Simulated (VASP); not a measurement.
A run of VASP 6.6.1 is set up as follows.

File INCAR:

```
  PREC = Accurate
  ENCUT = 520
  EDIFF = 1E-6
  ISMEAR = -1
  SIGMA = 0.05
  LREAL = False
  LASPH = True
  NELM = 100
  ALGO = Normal
  ISIF = 2
  LWAVE = False
  LCHARG = False
  GGA = PE
  ALDAC = 0.0
  AGGAC = 0.0
  NBANDS = 35
```

The input KPOINTS:

```
Automatic mesh
0
Gamma
  4 8 1
```

File POSCAR:

```
Te2Mo
1.0
    6.4863781235      0.0000000000      0.0000000000
    0.0000000000      3.5486635872      0.0000000000
   -0.0874228505      0.0000000000     36.8854017842
Te Mo
4 2
Direct
    0.4292511000      0.7500000000      0.5407035800
    0.5707489000      0.2500000000      0.4592964200
    0.9208478700      0.2500000000      0.5565273200
    0.0791521300      0.7500000000      0.4434726800
    0.1813475600      0.2500000000      0.4974653700
    0.8186524400      0.7500000000      0.5025346300
```

Potentials or basis: VASP PAW PBE potentials, release 64 (Te, Mo_sv).

The run is started by

```bash
$ cat potpaw_PBE.64/Te/POTCAR potpaw_PBE.64/Mo_sv/POTCAR > POTCAR
$ mpirun -np 1 vasp_std > vasp.out
```

(1) Estimate the largest force.

(2) What does it give for the band gap on the k mesh?

Results:

(1) 0.847 eV/Å.

(2) zero (bands 26 and 27 overlap by 0.13 eV).

Caveat: spin-orbit coupling is left out, which moves the levels of the heavy elements.
